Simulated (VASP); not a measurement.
# HfBiO (P-6m2) in VASP: a series of runs

Runs on HfBiO. Level: PBE. Tasks: single point, relaxation of cell and atoms.

Program: VASP 6.6.1. These are calculated values, not measurements. Logs are shortened: lines on timing, memory, paths and dates and some standing lists are left out, and cuts for length are marked.

**1. The cell of the first run**

The structure is hexagonal, space group P-6m2 (No. 187). Conventional cell: a = 4.154 Å, b = 4.154 Å, c = 4.142 Å, α = 90.00°, β = 90.00°, γ = 120.00°. Hf (site symmetry -6m2) has 3 Bi at 2.40 Å and 6 O at 3.17 Å within 3.2 Å. Bi (site symmetry -6m2) has 3 Hf at 2.40 Å and 6 O at 3.17 Å within 3.2 Å. O (site symmetry -6m2) has 6 Hf at 3.17 Å and 6 Bi at 3.17 Å and 8 O at 4.14 to 4.15 Å within 4.2 Å.

**2. Single point, PBE**

File INCAR:

```
PREC = Accurate
ENCUT = 520
EDIFF = 1E-6
ISMEAR = 0
SIGMA = 0.1
LREAL = F
LASPH = T
NELM = 80
ALGO = Normal
ISIF = 2
LWAVE = F
LCHARG = F
GGA = PE
NBANDS = 22
```

File KPOINTS:

```
regular mesh
0
Gamma
  6 6 4
```

File POSCAR:

```
HfBiO
1.0
    4.1540782000      0.0000000000      0.0000000000
   -2.0770391000      3.5975372500      0.0000000000
    0.0000000000      0.0000000000      4.1419184200
Hf Bi O
1 1 1
Direct
    0.6666666700      0.3333333300      0.5000000000
    0.3333333300      0.6666666700      0.5000000000
    0.0000000000      0.0000000000      0.0000000000
```

Potentials or basis: VASP PAW PBE potentials, release 64 (Hf_pv, Bi_d, O).

Started as:

```sh
cat potpaw_PBE.64/Hf_pv/POTCAR potpaw_PBE.64/Bi_d/POTCAR potpaw_PBE.64/O/POTCAR > POTCAR
mpirun -np 1 vasp_std > vasp.out
```

OUTCAR:

```text
PREC = Accurate
   ENCUT = 520
   EDIFF = 1E-6
   ISMEAR = 0
   LREAL = F
   LASPH = T
   NELM = 80
   ISIF = 2
   GGA = PE

 ion  position               nearest neighbor table
   1  0.667  0.333  0.500-   2 2.40   2 2.40   2 2.40
   2  0.333  0.667  0.500-   1 2.40   1 2.40   1 2.40
   3  0.000  0.000  0.000-

  LATTYP: Found a hexagonal cell.
 ALAT       =     4.1540782000
 C/A-ratio  =     0.9970728091

  Lattice vectors:

 A1 = (   4.1540782000,   0.0000000000,   0.0000000000)
 A2 = (  -2.0770391000,   3.5975372500,   0.0000000000)
 A3 = (   0.0000000000,   0.0000000000,   4.1419184200)

Analysis of symmetry for initial positions (statically):
=====================================================================
 Subroutine PRICEL returns:
 Original cell was already a primitive cell.

 Routine SETGRP: Setting up the symmetry group for a
 hexagonal supercell.

 Subroutine GETGRP returns: Found 12 space group operations
 (whereof 12 operations were pure point group operations)
 out of a pool of 24 trial point group operations.

The static configuration has the point symmetry D_3h.

Analysis of symmetry for dynamics (positions and initial velocities):
=====================================================================
 Subroutine PRICEL returns:
 Original cell was already a primitive cell.

 Routine SETGRP: Setting up the symmetry group for a
 hexagonal supercell.

 Subroutine GETGRP returns: Found 12 space group operations
 (whereof 12 operations were pure point group operations)
 out of a pool of 24 trial point group operations.

The dynamic configuration has the point symmetry D_3h.

 Subroutine INISYM returns: Found 12 space group operations
 (whereof 12 operations are pure point group operations),
 and found     1 'primitive' translations

----------------------------------------------------------------------------------------

                                     Primitive cell

  volume of cell :      61.8987

  direct lattice vectors                    reciprocal lattice vectors
     4.154078200  0.000000000  0.000000000     0.240727293  0.138983967  0.000000000
    -2.077039100  3.597537250  0.000000000     0.000000000  0.277967935  0.000000000
     0.000000000  0.000000000  4.141918420     0.000000000  0.000000000  0.241434016

  length of vectors
     4.154078200  4.154078200  4.141918420     0.277967935  0.277967935  0.241434016

  position of ions in fractional coordinates (direct lattice)
     0.666666670  0.333333330  0.500000000
     0.333333330  0.666666670  0.500000000
     0.000000000  0.000000000  0.000000000

  ion indices of the primitive-cell ions
   primitive index   ion index
                 1           1
                 2           2
                 3           3

----------------------------------------------------------------------------------------

 KPOINTS: regular mesh

Automatic generation of k-mesh.
 Grid dimensions read from file:
 generate k-points for:    6    6    4

 Generating k-lattice:

  Cartesian coordinates                     Fractional coordinates (reciprocal lattice)
     0.040121216  0.023163995  0.000000000     0.166666667  0.000000000  0.000000000
     0.000000000  0.046327989  0.000000000     0.000000000  0.166666667  0.000000000
     0.000000000  0.000000000  0.060358504     0.000000000  0.000000000  0.250000000

  Length of vectors
     0.046327989  0.046327989  0.060358504

  Shift w.r.t. Gamma in fractional coordinates (k-lattice)
     0.000000000  0.000000000  0.000000000

 Subroutine IBZKPT returns following result:
 ===========================================

 Found     21 irreducible k-points:

 Following reciprocal coordinates:
            Coordinates               Weight
  0.000000  0.000000  0.000000      1.000000
  0.166667  0.000000  0.000000      6.000000
  0.333333  0.000000  0.000000      6.000000
  0.500000  0.000000  0.000000      3.000000
  0.166667  0.166667  0.000000      6.000000
  0.333333  0.166667  0.000000     12.000000
[... 13 lines left out ...]
  0.333333  0.166667  0.500000     12.000000
  0.333333  0.333333  0.500000      2.000000
   k-points           NKPTS =     21   k-points in BZ     NKDIM =     21   number of bands    NBANDS=     22
   number of dos      NEDOS =    301   number of ions     NIONS =      3
   total plane-waves  NPLWV =  32768
   dimension x,y,z NGX =    32 NGY =   32 NGZ =   32
   dimension x,y,z NGXF=    64 NGYF=   64 NGZF=   64
   ions per type =               1   1   1
   NGX,Y,Z   is equivalent  to a cutoff of  12.81, 12.81, 12.84 a.u.
   NGXF,Y,Z  is equivalent  to a cutoff of  25.61, 25.61, 25.69 a.u.
 SYSTEM =  unknown system
   PREC   = accura    normal or accurate (medium, high low for compatibility)
   ISTART =      0    job   : 0-new  1-cont  2-samecut
   ICHARG =      2    charge: 1-file 2-atom 10-const
   ISPIN  =      1    spin polarized calculation?
   LNONCOLLINEAR =      F non collinear calculations
   LSORBIT =      F    spin-orbit coupling
   LASPH  =      T    aspherical Exc in radial PAW
   ENCUT  =  520.0 eV  38.22 Ry    6.18 a.u.   7.72  7.72  7.70*2*pi/ulx,y,z
   NELM   =     80;   NELMIN=  2; NELMDL= -5     # of ELM steps
   EDIFF  = 0.1E-05   stopping-criterion for ELM
   LREAL  =      F    real-space projection
   EDIFFG = 0.1E-04   stopping-criterion for IOM
   NSW    =      0    number of steps for IOM
   IBRION =     -1    ionic relax: 0-MD 1-quasi-New 2-CG
   NFREE  =      0    steps in history (QN), initial steepest desc. (CG)
   ISIF   =      2    stress and relaxation
   ISYM   =      2    0-nonsym 1-usesym 2-fastsym
   POTIM  = 0.5000    time-step for ionic-motion
   TEBEG  =    0.0;   TEEND  =   0.0 temperature during run
   PSTRESS=    0.0 pullay stress
   NELECT =      31.0000    total number of electrons
   NUPDOWN=      -1.0000    fix difference up-down
   EMIN   =  10.00;   EMAX   =-10.00  energy-range for DOS
   EFERMI =   0.00;   METHOD = LEGACY
   ISMEAR =     0;   SIGMA  =   0.10  broadening in eV -4-tet -1-fermi 0-gaus
   EFERMI_NEDOS =   21; number of points for ismear=-14 and -15
   IALGO  =     38    algorithm
   IMIX   =      4    mixing-type and parameters
     AMIX     =   0.40;   BMIX     =  1.00
     AMIX_MAG =   1.60;   BMIX_MAG =  1.00
  volume/ion in A,a.u.               =      20.63       139.24
  Fermi-wavevector in a.u.,A,eV,Ry     =   1.300074  2.456784 22.996480  1.690194
  Thomas-Fermi vector in A             =   2.431297
   LORBIT       =      0    0 simple, 1 ext, 2 COOP (PROOUT), +10 PAW based schemes
   GGA     = PE    functional components
   LHFCALC =     F    Hartree Fock is set to
   AEXX    =    0.0000 exact exchange contribution
   IVDW    =     0    specifies the selected vdW correction
   LEPSILON=     F    determine dielectric tensor
   LRPA    =     F    only Hartree local field effects (RPA)
 non-spin polarized calculation
 Gauss-broadening in eV      SIGMA  =   0.10
  energy-cutoff  :      520.00
  volume of cell :       61.90
 maximum number of plane-waves:      1686
 NGX is ok and might be reduce to    32
   NGX = 15   NGY = 15   NGZ = 15

 number of electron      30.9999996 magnetization

 Free energy of the ion-electron system (eV)
  ---------------------------------------------------
  ext. energy  EPLUGINS =         0.00000000
  ---------------------------------------------------
  free energy    TOTEN  =       -13.37646811 eV

  energy without entropy =      -13.36072068  energy(sigma->0) =      -13.36859439

 E-fermi :   5.3384     XC(G=0): -10.4666

 val. band max:        5.3267036248   @ k =   0.5000   0.0000   0.2500
 cond. band min:       5.3465511326   @ k =   0.1667   0.1667   0.2500
 fundamental gap:      0.0198475077
 Fermi energy:         5.3384453122

 k-point     1 :       0.0000    0.0000    0.0000
  band No.  band energies     occupation
      1     -26.0692      2.00000
      2     -26.0692      2.00000
      3     -25.8304      2.00000
      4     -17.2771      2.00000
      5     -17.1883      2.00000
      6     -17.1883      2.00000
[... 14 lines left out ...]
     21      12.2779      0.00000
     22      12.2779      0.00000

 k-point     2 :       0.1667    0.0000    0.0000
  band No.  band energies     occupation
      1     -26.0731      2.00000
      2     -26.0543      2.00000
      3     -25.8325      2.00000
      4     -17.3047      2.00000
      5     -17.1899      2.00000
      6     -17.1808      2.00000
[... 14 lines left out ...]
     21      11.6452      0.00000
     22      11.9628      0.00000

 k-point     3 :       0.3333    0.0000    0.0000
  band No.  band energies     occupation
      1     -26.0805      2.00000
      2     -26.0242      2.00000
      3     -25.8365      2.00000
      4     -17.3963      2.00000
      5     -17.2221      2.00000
      6     -17.1931      2.00000
[... 14 lines left out ...]
     21      10.0405      0.00000
     22      12.9103      0.00000

 k-point     4 :       0.5000    0.0000    0.0000
  band No.  band energies     occupation
      1     -26.0840      2.00000
      2     -26.0090      2.00000
      3     -25.8385      2.00000
      4     -17.4526      2.00000
      5     -17.2712      2.00000
      6     -17.1947      2.00000
[... 14 lines left out ...]
     21      10.8274      0.00000
     22      12.8434      0.00000

 k-point     5 :       0.1667    0.1667    0.0000
  band No.  band energies     occupation
      1     -26.0792      2.00000
      2     -26.0312      2.00000
      3     -25.8355      2.00000
      4     -17.3644      2.00000
      5     -17.2100      2.00000
      6     -17.1938      2.00000
[... 14 lines left out ...]
     21      10.3863      0.00000
     22      13.0267      0.00000

 k-point     6 :       0.3333    0.1667    0.0000
  band No.  band energies     occupation
      1     -26.0852      2.00000
      2     -26.0075      2.00000
      3     -25.8385      2.00000
      4     -17.4312      2.00000
      5     -17.3053      2.00000
      6     -17.1983      2.00000
[... 14 lines left out ...]
     21      10.8265      0.00000
     22      13.1078      0.00000

 k-point     7 :       0.3333    0.3333    0.0000
  band No.  band energies     occupation
      1     -26.0881      2.00000
      2     -25.9984      2.00000
      3     -25.8395      2.00000
      4     -17.4083      2.00000
      5     -17.3915      2.00000
      6     -17.2022      2.00000
[... 249 lines left out ...]
      6     -17.2000      2.00000
[... 14 lines left out ...]
     21       9.7300      0.00000
     22      11.0128      0.00000

 k-point    18 :       0.5000    0.0000    0.5000
  band No.  band energies     occupation
      1     -26.0816      2.00000
      2     -26.0073      2.00000
      3     -25.8584      2.00000
      4     -17.4509      2.00000
      5     -17.2707      2.00000
      6     -17.2018      2.00000
[... 14 lines left out ...]
     21       9.1362      0.00000
     22      10.5423      0.00000

 k-point    19 :       0.1667    0.1667    0.5000
  band No.  band energies     occupation
      1     -26.0772      2.00000
      2     -26.0294      2.00000
      3     -25.8557      2.00000
      4     -17.3591      2.00000
      5     -17.2092      2.00000
      6     -17.2016      2.00000
[... 14 lines left out ...]
     21      10.5311      0.00000
     22      11.2897      0.00000

 k-point    20 :       0.3333    0.1667    0.5000
  band No.  band energies     occupation
      1     -26.0831      2.00000
      2     -26.0055      2.00000
      3     -25.8584      2.00000
      4     -17.4293      2.00000
      5     -17.3040      2.00000
      6     -17.2076      2.00000
[... 14 lines left out ...]
     21       9.3483      0.00000
     22      10.5649      0.00000

 k-point    21 :       0.3333    0.3333    0.5000
  band No.  band energies     occupation
      1     -26.0862      2.00000
      2     -25.9962      2.00000
      3     -25.8592      2.00000
      4     -17.4078      2.00000
      5     -17.3888      2.00000
      6     -17.2133      2.00000
[... 14 lines left out ...]
     21       9.9212      0.00000
     22      10.2316      0.00000

------------------------ aborting loop because EDIFF is reached ----------------------------------------

  FORCE on cell =-STRESS in cart. coord.  units (eV):
  Direction    XX          YY          ZZ          XY          YZ          ZX
  --------------------------------------------------------------------------------------
  -------------------------------------------------------------------------------------
  Total       22.6598339     22.6598339     -4.7037855      0.0000000     -0.0000000      0.0000000
  in kB      586.5240110    586.5240108   -121.7521351      0.0000000     -0.0000000      0.0000000
  external PRESSURE =     350.4319623 kB  Pullay stress =       0.0000000 kB

 VOLUME and BASIS-vectors are now :
 -----------------------------------------------------------------------------
  energy-cutoff  :      520.00
  volume of cell :       61.90
      direct lattice vectors                 reciprocal lattice vectors
     4.154078200  0.000000000  0.000000000     0.240727293  0.138983967  0.000000000
    -2.077039100  3.597537250  0.000000000     0.000000000  0.277967935  0.000000000
     0.000000000  0.000000000  4.141918420     0.000000000  0.000000000  0.241434016

 POSITION                                       TOTAL-FORCE (eV/Angst)
 -----------------------------------------------------------------------------------
      2.07704      1.19918      2.07096        -0.000000     -0.000000      0.000000
     -0.00000      2.39836      2.07096         0.000000     -0.000000      0.000000
      0.00000      0.00000      0.00000        -0.000000      0.000000      0.000000
 -----------------------------------------------------------------------------------
    total drift:                                0.000014     -0.000008     -0.000000

  FREE ENERGIE OF THE ION-ELECTRON SYSTEM (eV)
  ---------------------------------------------------
  free  energy   TOTEN  =       -13.3764681057 eV

  energy  without entropy=      -13.3607206830  energy(sigma->0) =      -13.36859439
```

Run time: 26 s. Hardware: 1 thread of Intel Xeon 6975P-C, shared host; peak memory 0.19 GiB.

Results:

```yaml
Free_energy: -13.3765 eV
Pressure: 35.0 GPa
```

Caveat: the k points lie up to 0.38 Å⁻¹ apart; spin-orbit coupling is left out, which moves the levels of the heavy elements; an odd number of electrons without spin polarisation forces a metal; a magnetic or distorted state may lie lower.

[end of part 1 of 3]
